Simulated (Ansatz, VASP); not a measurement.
## One calculation of Sc, two programs

The input INCAR:

```
ALGO = Normal ; EDIFF = 1E-6
ENCUT = 520 ; ISIF = 2
ISMEAR = -1 ; ISPIN = 2
LASPH = T ; LCHARG = T
LELF = T ; LMAXMIX = 4
LORBIT = 11 ; LREAL = F
LVHAR = T ; LWAVE = F
MAGMOM = 1 ; NBANDS = 16
NELM = 150 ; PREC = Accurate
SIGMA = 0.03
```

Contents of KPOINTS:

```
k-points
0
Gamma
  13 13 13
```

The input POSCAR:

```
Sc
1.0
    0.0000000000      2.2600000000      2.2600000000
    2.2600000000      0.0000000000      2.2600000000
    2.2600000000      2.2600000000      0.0000000000
Sc
1
Direct
    0.0000000000      0.0000000000      0.0000000000
```

Input for Ansatz:

```yaml
crystal:
  lattice:
    - [0.0, 2.26, 2.26]
    - [2.26, 0.0, 2.26]
    - [2.26, 2.26, 0.0]
  atoms:
    - { symbol: Sc, position: [0.0, 0.0, 0.0], spin: 1.0 }
magnetization:
  spin_polarized: true
kpoints:
  mp_grid: { grid: [13, 13, 13] }
scf:
  occupations: { method: fermi_dirac, width: 0.03 }
  lower_state_search: "off"
hamiltonian:
  xc: lda
  pseudopotentials: { kind: all_electron, lapw: { basis_error: 0.001 } }
output:
  forces: true
  stress: true
  eigenvalues: false
  populations: true
  dos: { projected: true, de: 0.1, e_range: [-8, 5] }
```

Alike in both runs: task single point; functional LDA; k mesh 13 × 13 × 13; occupations fermi-dirac, width 0.03 eV; collinear spin.

|  | VASP | Ansatz |
| --- | --- | --- |
| version | VASP 6.6.1 | Ansatz 0.2.0 |
| potentials or method | VASP PAW LDA potentials, release 64 (Sc_sv), cutoff 520 eV | all-electron LAPW, scalar-relativistic |

```tsv
	VASP	Ansatz	Ansatz less VASP
pressure (GPa)	-1.8	-1.9	-0.07
net moment per atom (μB)	0.00	0.00	-0.002
```

LDA's correlation is that of Perdew and Zunger in VASP and of Perdew and Wang (1992) in Ansatz. Ansatz ran all-electron here, and VASP with PAW potentials. Ansatz's warnings: seeded moment not kept.
